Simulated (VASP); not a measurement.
# BeTe (F-43m) in VASP: further runs, part 2 of 2

VASP 6.6.1. The steps go on from the part before.

### 3 Single point, RPBE+D4

This run uses another cell than the first one, of 22.10 Å³/atom, 0.981 times its volume.

Contents of INCAR:

```
PREC     = Accurate       # precision mode
ENCUT    = 520            # plane-wave cutoff, eV
EDIFF    = 1E-7           # SCF threshold, eV
ISMEAR   = -1             # smearing method
SIGMA    = 0.05           # smearing width, eV
LREAL    = F              # projectors in reciprocal space
LASPH    = T              # aspherical terms in the spheres
NELM     = 60             # most SCF steps
ALGO     = Normal         # electronic algorithm
ISIF     = 2              # what is computed and relaxed
LWAVE    = F              # write WAVECAR
LCHARG   = F              # write CHGCAR
GGA      = RP             # functional
IVDW     = 13             # dispersion correction
NBANDS   = 11             # bands
```

Contents of KPOINTS:

```
Automatic mesh
0
Gamma
  8 8 8
```

Contents of POSCAR:

```
BeTe
1.0
    0.0000000000      2.8064515486      2.8064515486
    2.8064515486      0.0000000000      2.8064515486
    2.8064515486      2.8064515486      0.0000000000
Te Be
1 1
Direct
    0.7500000000      0.7500000000      0.7500000000
    0.0000000000      0.0000000000      0.0000000000
```

Potentials or basis: VASP PAW PBE potentials, release 64 (Te, Be).

On the command line:

```sh
$ cat potpaw_PBE.64/Te/POTCAR potpaw_PBE.64/Be/POTCAR > POTCAR
$ mpirun -np 1 vasp_std > vasp.out
```

OUTCAR:

```text
PREC = Accurate
   ENCUT = 520
   EDIFF = 1E-7
   ISMEAR = -1
   LREAL = F
   LASPH = T
   NELM = 60
   ISIF = 2
   GGA = RP
   IVDW = 13

 ion  position               nearest neighbor table
   1  0.750  0.750  0.750-   2 2.43   2 2.43   2 2.43   2 2.43
   2  0.000  0.000  0.000-   1 2.43   1 2.43   1 2.43   1 2.43

  LATTYP: Found a face centered cubic cell.
 ALAT       =     5.6129030972

  Lattice vectors:

 A1 = (   0.0000000000,   2.8064515486,   2.8064515486)
 A2 = (   2.8064515486,   0.0000000000,   2.8064515486)
 A3 = (   2.8064515486,   2.8064515486,   0.0000000000)

Analysis of symmetry for initial positions (statically):
=====================================================================
 Subroutine PRICEL returns:
 Original cell was already a primitive cell.

 Routine SETGRP: Setting up the symmetry group for a
 face centered cubic supercell.

 Subroutine GETGRP returns: Found 24 space group operations
 (whereof 24 operations were pure point group operations)
 out of a pool of 48 trial point group operations.

The static configuration has the point symmetry T_d .

Analysis of symmetry for dynamics (positions and initial velocities):
=====================================================================
 Subroutine PRICEL returns:
 Original cell was already a primitive cell.

 Routine SETGRP: Setting up the symmetry group for a
 face centered cubic supercell.

 Subroutine GETGRP returns: Found 24 space group operations
 (whereof 24 operations were pure point group operations)
 out of a pool of 48 trial point group operations.

The dynamic configuration has the point symmetry T_d .

 Subroutine INISYM returns: Found 24 space group operations
 (whereof 24 operations are pure point group operations),
 and found     1 'primitive' translations

----------------------------------------------------------------------------------------

                                     Primitive cell

  volume of cell :      44.2082

  direct lattice vectors                    reciprocal lattice vectors
     0.000000000  2.806451549  2.806451549    -0.178160924  0.178160924  0.178160924
     2.806451549  0.000000000  2.806451549     0.178160924 -0.178160924  0.178160924
     2.806451549  2.806451549  0.000000000     0.178160924  0.178160924 -0.178160924

  length of vectors
     3.968921842  3.968921842  3.968921842     0.308583772  0.308583772  0.308583772

  position of ions in fractional coordinates (direct lattice)
     0.750000000  0.750000000  0.750000000
     0.000000000  0.000000000  0.000000000

  ion indices of the primitive-cell ions
   primitive index   ion index
                 1           1
                 2           2

----------------------------------------------------------------------------------------

 KPOINTS: Automatic mesh

Automatic generation of k-mesh.
 Grid dimensions read from file:
 generate k-points for:    8    8    8

 Generating k-lattice:

  Cartesian coordinates                     Fractional coordinates (reciprocal lattice)
    -0.022270115  0.022270115  0.022270115     0.125000000  0.000000000  0.000000000
     0.022270115 -0.022270115  0.022270115     0.000000000  0.125000000  0.000000000
     0.022270115  0.022270115 -0.022270115     0.000000000  0.000000000  0.125000000

  Length of vectors
     0.038572971  0.038572971  0.038572971

  Shift w.r.t. Gamma in fractional coordinates (k-lattice)
     0.000000000  0.000000000  0.000000000

 Subroutine IBZKPT returns following result:
 ===========================================

 Found     29 irreducible k-points:

 Following reciprocal coordinates:
            Coordinates               Weight
  0.000000  0.000000  0.000000      1.000000
  0.125000  0.000000  0.000000      8.000000
  0.250000  0.000000  0.000000      8.000000
  0.375000  0.000000  0.000000      8.000000
  0.500000  0.000000  0.000000      4.000000
  0.125000  0.125000  0.000000      6.000000
[... 16 lines left out ...]
  0.500000  0.250000  0.125000     48.000000
 -0.375000  0.250000  0.125000     24.000000
 [... further k-points ...]
   k-points           NKPTS =     29   k-points in BZ     NKDIM =     29   number of bands    NBANDS=     11
   number of dos      NEDOS =    301   number of ions     NIONS =      2
   total plane-waves  NPLWV =  27000
   dimension x,y,z NGX =    30 NGY =   30 NGZ =   30
   dimension x,y,z NGXF=    60 NGYF=   60 NGZF=   60
   ions per type =               1   1
   NGX,Y,Z   is equivalent  to a cutoff of  12.57, 12.57, 12.57 a.u.
   NGXF,Y,Z  is equivalent  to a cutoff of  25.13, 25.13, 25.13 a.u.
 SYSTEM =  unknown system
   PREC   = accura    normal or accurate (medium, high low for compatibility)
   ISTART =      0    job   : 0-new  1-cont  2-samecut
   ICHARG =      2    charge: 1-file 2-atom 10-const
   ISPIN  =      1    spin polarized calculation?
   LNONCOLLINEAR =      F non collinear calculations
   LSORBIT =      F    spin-orbit coupling
   LASPH  =      T    aspherical Exc in radial PAW
   ENCUT  =  520.0 eV  38.22 Ry    6.18 a.u.   7.38  7.38  7.38*2*pi/ulx,y,z
   NELM   =     60;   NELMIN=  2; NELMDL= -5     # of ELM steps
   EDIFF  = 0.1E-06   stopping-criterion for ELM
   LREAL  =      F    real-space projection
   EDIFFG = 0.1E-05   stopping-criterion for IOM
   NSW    =      0    number of steps for IOM
   IBRION =     -1    ionic relax: 0-MD 1-quasi-New 2-CG
   NFREE  =      0    steps in history (QN), initial steepest desc. (CG)
   ISIF   =      2    stress and relaxation
   ISYM   =      2    0-nonsym 1-usesym 2-fastsym
   POTIM  = 0.5000    time-step for ionic-motion
   TEBEG  =    0.0;   TEEND  =   0.0 temperature during run
   PSTRESS=    0.0 pullay stress
   NELECT =       8.0000    total number of electrons
   NUPDOWN=      -1.0000    fix difference up-down
   EMIN   =  10.00;   EMAX   =-10.00  energy-range for DOS
   EFERMI =   0.00;   METHOD = LEGACY
   ISMEAR =    -1;   SIGMA  =   0.05  broadening in eV -4-tet -1-fermi 0-gaus
   EFERMI_NEDOS =   21; number of points for ismear=-14 and -15
   IALGO  =     38    algorithm
   IMIX   =      4    mixing-type and parameters
     AMIX     =   0.40;   BMIX     =  1.00
     AMIX_MAG =   1.60;   BMIX_MAG =  1.00
  volume/ion in A,a.u.               =      22.10       149.17
  Fermi-wavevector in a.u.,A,eV,Ry     =   0.925985  1.749858 11.666291  0.857448
  Thomas-Fermi vector in A             =   2.051898
   LORBIT       =      0    0 simple, 1 ext, 2 COOP (PROOUT), +10 PAW based schemes
   GGA     = RP    functional components
   LHFCALC =     F    Hartree Fock is set to
   AEXX    =    0.0000 exact exchange contribution
   IVDW    =    13    specifies the selected vdW correction
   LEPSILON=     F    determine dielectric tensor
   LRPA    =     F    only Hartree local field effects (RPA)
 non-spin polarized calculation
  energy-cutoff  :      520.00
  volume of cell :       44.21
 maximum number of plane-waves:      1243
 NGX is ok and might be reduce to    30
   NGX = 15   NGY = 15   NGZ = 15

 number of electron       8.0000000 magnetization

 Free energy of the ion-electron system (eV)
  ---------------------------------------------------
  ext. energy  EPLUGINS =         0.00000000
  ---------------------------------------------------
  free energy    TOTEN  =        -7.02009752 eV

  energy without entropy =       -7.02009752  energy(sigma->0) =       -7.02009752

 E-fermi :   6.3057     XC(G=0):  -8.9864

 val. band max:        5.2989596571   @ k =   0.0000   0.0000   0.0000
 cond. band min:       7.3391145139   @ k =   0.5000   0.5000   0.0000
 fundamental gap:      2.0401548568
 Fermi energy:         6.3056935248

 k-point     1 :       0.0000    0.0000    0.0000
  band No.  band energies     occupation
      1      -7.0444      2.00000
      2       5.2990      2.00000
      3       5.2990      2.00000
      4       5.2990      2.00000
      5       8.9241      0.00000
      6       8.9241      0.00000
      7       8.9241      0.00000
      8       9.2841      0.00000
      9      13.7769      0.00000
     10      15.5287      0.00000
     11      15.5287      0.00000
[... 309 lines left out ...]
 k-point    24 :      -0.3750    0.2500    0.1250
  band No.  band energies     occupation
      1      -5.4264      2.00000
      2       0.1309      2.00000
      3       2.3759      2.00000
      4       3.3721      2.00000
      5       9.5515      0.00000
      6       9.7459      0.00000
      7      12.0294      0.00000
      8      13.1426      0.00000
      9      13.9017      0.00000
     10      16.9556      0.00000
     11      17.3414      0.00000

 [... further k-points ...]

------------------------ aborting loop because EDIFF is reached ----------------------------------------

  DFT-D4 for vdW energy calculation

  Edisp (eV):   -1.23929

  FORCE on cell =-STRESS in cart. coord.  units (eV):
  Direction    XX          YY          ZZ          XY          YZ          ZX
  --------------------------------------------------------------------------------------
  -------------------------------------------------------------------------------------
  Total      -0.44530    -0.44530    -0.44530    -0.00000     0.00000     0.00000
  in kB     -16.13854   -16.13854   -16.13854    -0.00000     0.00000     0.00000
  external pressure =      -16.14 kB  Pullay stress =        0.00 kB

 VOLUME and BASIS-vectors are now :
 -----------------------------------------------------------------------------
  energy-cutoff  :      520.00
  volume of cell :       44.21
      direct lattice vectors                 reciprocal lattice vectors
     0.000000000  2.806451549  2.806451549    -0.178160924  0.178160924  0.178160924
     2.806451549  0.000000000  2.806451549     0.178160924 -0.178160924  0.178160924
     2.806451549  2.806451549  0.000000000     0.178160924  0.178160924 -0.178160924

 POSITION                                       TOTAL-FORCE (eV/Angst)
 -----------------------------------------------------------------------------------
      4.20968      4.20968      4.20968        -0.000000      0.000000      0.000000
      0.00000      0.00000      0.00000         0.000000     -0.000000     -0.000000
 -----------------------------------------------------------------------------------
    total drift:                               -0.000000     -0.000000     -0.000000

  FREE ENERGIE OF THE ION-ELECTRON SYSTEM (eV)
  ---------------------------------------------------
  free  energy   TOTEN  =        -8.2593852494 eV

  energy  without entropy=       -8.2593852494  energy(sigma->0) =       -8.25938525
```

It took 10 s on 1 thread of AMD EPYC 9R45 (Zen 5), shared host; peak memory 0.14 GiB.

What came out:

```yaml
Free_energy: -8.2594 eV
Pressure: -1.6 GPa
Band_gap_on_the_k_mesh: 2.04 eV, indirect (least direct gap 3.63 eV)
Dispersion_energy_per_atom: -0.620 eV
```

Caveat: the PAW data sets were made with another functional, which shifts forces and pressure a little; spin-orbit coupling is left out, which moves the levels of the heavy elements.

### 4 Single point, PBE exchange alone

This run uses another cell than the first one, of 22.10 Å³/atom, 0.981 times its volume.

Contents of INCAR:

```
SYSTEM = BeTe
PREC = Accurate
ENCUT = 520
EDIFF = 1E-6
ISMEAR = -1
SIGMA = 0.05
LREAL = .False.
LASPH = .True.
NELM = 60
ALGO = Normal
ISIF = 2
LWAVE = .False.
LCHARG = .False.
GGA = PE
ALDAC = 0.0
AGGAC = 0.0
NBANDS = 11
```

Contents of KPOINTS:

```
Automatic mesh
0
Gamma
  8 8 8
  0 0 0
```

POSCAR is that of step 3.

Potentials or basis: VASP PAW PBE potentials, release 64 (Te, Be).

On the command line:

```sh
$ cat potpaw_PBE.64/Te/POTCAR potpaw_PBE.64/Be/POTCAR > POTCAR
$ mpirun -np 1 vasp_std > vasp.out
```

OUTCAR:

```text
SYSTEM = BeTe
   PREC = Accurate
   ENCUT = 520
   EDIFF = 1E-6
   ISMEAR = -1
   LREAL = .False.
   LASPH = .True.
   NELM = 60
   ISIF = 2
   GGA = PE

 ion  position               nearest neighbor table
   1  0.750  0.750  0.750-   2 2.43   2 2.43   2 2.43   2 2.43
   2  0.000  0.000  0.000-   1 2.43   1 2.43   1 2.43   1 2.43

  LATTYP: Found a face centered cubic cell.
 ALAT       =     5.6129030972

  Lattice vectors:

[... 522 lines left out ...]

------------------------ aborting loop because EDIFF is reached ----------------------------------------

  FORCE on cell =-STRESS in cart. coord.  units (eV):
  Direction    XX          YY          ZZ          XY          YZ          ZX
  --------------------------------------------------------------------------------------
  -------------------------------------------------------------------------------------
  Total        2.6307338      2.6307338      2.6307338      0.0000000     -0.0000000      0.0000000
  in kB       95.3421275     95.3421275     95.3421275      0.0000000     -0.0000000      0.0000000
  external PRESSURE =      95.3421275 kB  Pullay stress =       0.0000000 kB

 VOLUME and BASIS-vectors are now :
 -----------------------------------------------------------------------------
  energy-cutoff  :      520.00
  volume of cell :       44.21
      direct lattice vectors                 reciprocal lattice vectors
     0.000000000  2.806451549  2.806451549    -0.178160924  0.178160924  0.178160924
     2.806451549  0.000000000  2.806451549     0.178160924 -0.178160924  0.178160924
     2.806451549  2.806451549  0.000000000     0.178160924  0.178160924 -0.178160924

 POSITION                                       TOTAL-FORCE (eV/Angst)
 -----------------------------------------------------------------------------------
      4.20968      4.20968      4.20968         0.000000      0.000000      0.000000
      0.00000      0.00000      0.00000        -0.000000     -0.000000     -0.000000
 -----------------------------------------------------------------------------------
    total drift:                               -0.000000     -0.000000     -0.000000

  FREE ENERGIE OF THE ION-ELECTRON SYSTEM (eV)
  ---------------------------------------------------
  free  energy   TOTEN  =        -5.2623458198 eV

  energy  without entropy=       -5.2623458197  energy(sigma->0) =       -5.26234582
```

stdout:

```text
POSCAR found type information on POSCAR TeBe
 POSCAR found :  2 types and       2 ions
 scaLAPACK will be used
 LDA part: xc-table for (Slater+PW92), standard interpolation
 POSCAR, INCAR and KPOINTS ok, starting setup
 FFT: planning ... GRIDC
 FFT: planning ... GRID_SOFT
 FFT: planning ... GRID
 WAVECAR not read
 entering main loop
```

Wall time 7.5 s (1 thread of AMD EPYC 9R45 (Zen 5), shared host); peak memory 0.14 GiB.

What came out:

| Item | Value |
| --- | --- |
| Free energy | -5.2623 eV |
| Pressure | 9.5 GPa |
| Band gap on the k mesh | 2.20 eV, indirect (least direct gap 3.68 eV) |

Levels at points of the mesh, in eV from the valence-band top:
| k point | band 1 | band 2 | band 3 | band 4 | band 5 | band 6 | band 7 | band 8 |
| --- | --- | --- | --- | --- | --- | --- | --- | --- |
| (0.00, 0.00, 0.00) | -12.30 | 0.00 | 0.00 | 0.00 | 3.68 | 3.68 | 3.68 | 4.10 |
| (0.50, 0.00, 0.00) | -10.96 | -5.51 | -1.14 | -1.14 | 3.25 | 4.70 | 4.70 | 8.09 |
| (0.50, 0.50, 0.00) | -10.46 | -5.09 | -2.64 | -2.64 | 2.20 | 2.82 | 9.79 | 9.79 |

Caveat: spin-orbit coupling is left out, which moves the levels of the heavy elements.

### 5 Single point, PBE exchange alone

Contents of INCAR:

```
  AGGAC = 0.0
  ALDAC = 0.0
  ALGO = Normal
  EDIFF = 1E-6
  ENCUT = 520
  GGA = PE
  ISIF = 2
  ISMEAR = -1
  LASPH = True
  LCHARG = False
  LREAL = False
  LWAVE = False
  NBANDS = 11
  NELM = 100
  PREC = Accurate
  SIGMA = 0.05
```

Contents of KPOINTS:

```
k-points
0
Gamma
  8 8 8
```

Contents of POSCAR:

```
BeTe
1.0
    0.0000000000      2.8243275181      2.8243275181
    2.8243275181      0.0000000000      2.8243275181
    2.8243275181      2.8243275181      0.0000000000
Te Be
1 1
Direct
    0.7500000000      0.7500000000      0.7500000000
    0.0000000000      0.0000000000      0.0000000000
```

On the command line:

```sh
$ cat potpaw_PBE.64/Te/POTCAR potpaw_PBE.64/Be/POTCAR > POTCAR
$ mpirun -np 1 vasp_std > vasp.out
```

Wall time 6.5 s (1 thread of AMD EPYC 9R45 (Zen 5), shared host); peak memory 0.14 GiB.

Results (log left out):

```
Free energy            : -5.3091 eV
Pressure               : 8.1 GPa
Band gap on the k mesh : 2.24 eV, indirect (least direct gap 3.69 eV)
```

Levels at points of the mesh, in eV from the valence-band top:
```csv
k point,band 2,band 3,band 4,band 5,band 6,band 7
"(0.00, 0.00, 0.00)",0.00,0.00,0.00,3.69,3.69,3.69
"(0.50, 0.00, 0.00)",-5.39,-1.11,-1.11,3.20,4.70,4.70
"(0.50, 0.50, 0.00)",-4.99,-2.57,-2.57,2.24,2.84,9.67
```

Caveat: spin-orbit coupling is left out, which moves the levels of the heavy elements. A k mesh can miss the band edges.

### 6 Overview

| level | potentials or basis | cell | gap on the mesh (eV) | pressure (GPa) |
| --- | --- | --- | --- | --- |
| LDA | VASP PAW LDA potentials, release 64 (Te, Be) | a = 3.994 Å, angles 60.0°, 2 atoms | 1.89 | -2.7 |
| RPBE+D4 | VASP PAW PBE potentials, release 64 (Te, Be) | a = 3.969 Å, angles 60.0°, 2 atoms | 2.04 | -1.6 |
| PBE exchange alone | VASP PAW PBE potentials, release 64 (Te, Be) | a = 3.969 Å, angles 60.0°, 2 atoms | 2.20 | 9.5 |
| PBE exchange alone | VASP PAW PBE potentials, release 64 (Te, Be) | a = 3.994 Å, angles 60.0°, 2 atoms | 2.24 | 8.1 |

Alike in all rows: task single point; no spin polarisation; k mesh 8 × 8 × 8; cutoff (eV) 520; smearing fermi-dirac 0.05 eV.

Caveats: spin-orbit coupling is left out, which moves the levels of the heavy elements; the PAW data sets were made with another functional, which shifts forces and pressure a little (some runs).

Total energies depend on the potentials used, so only differences within one code and one set of settings carry meaning.
